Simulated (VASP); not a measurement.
Set up this calculation in VASP 6.6.1, as the native input.

- Task: single point
- Functional: PBE
- Dispersion: D4
- Potentials or basis: VASP PAW PBE potentials, release 64 (K_sv)
- Cutoff: 500 eV
- k mesh: 7 × 7 × 7
- Occupations: methfessel-paxton, width 0.05 eV
- Spin: collinear spin
- Starting moments: [-0.47] μB
- Dipole correction: no
- Further INCAR settings: ALGO = Normal; EDIFF = 1e-06; NBANDS = 14

The structure of K lies in POSCAR:

```
K
1.0
   -2.7154236633      2.7154236633      2.7154236633
    2.7154236633     -2.7154236633      2.7154236633
    2.7154236633      2.7154236633     -2.7154236633
K
1
Direct
    0.0000000000      0.0000000000      0.0000000000
```

These files were run (other wordings do the same):

INCAR

```
SYSTEM = K
PREC     = Accurate       ! precision mode
ENCUT    = 500            ! plane-wave cutoff, eV
EDIFF    = 1E-6           ! SCF threshold, eV
ISMEAR   = 1              ! smearing method
SIGMA    = 0.05           ! smearing width, eV
LREAL    = .False.        ! projectors in reciprocal space
LASPH    = .True.         ! aspherical terms in the spheres
NELM     = 200            ! most SCF steps
ALGO     = Normal         ! electronic algorithm
ISIF     = 2              ! what is computed and relaxed
LWAVE    = .False.        ! write WAVECAR
LCHARG   = .False.        ! write CHGCAR
ISPIN    = 2              ! spin polarisation
MAGMOM   = -0.47          ! initial moments
LORBIT   = 11             ! projections on sites
GGA      = PE             ! functional
IVDW     = 13             ! dispersion correction
NBANDS   = 14             ! bands
GGA_COMPAT= .False.
```

KPOINTS

```
regular mesh
0
Gamma
  7 7 7
  0 0 0
```

Potentials or basis: VASP PAW PBE potentials, release 64 (K_sv).

Run with:

```bash
$ cat potpaw_PBE.64/K_sv/POTCAR > POTCAR
$ mpirun -np 1 vasp_std > vasp.out
```

It gave:

- Pressure: -0.4 GPa
- Net moment: 0.04 μB per cell
- Valence electrons inside the program's atomic spheres: K 7.54
- Dispersion energy per atom: -0.063 eV

Wall time 58 s on 1 thread of Intel Xeon 8259CL, on a shared host, peak memory 0.24 GiB.
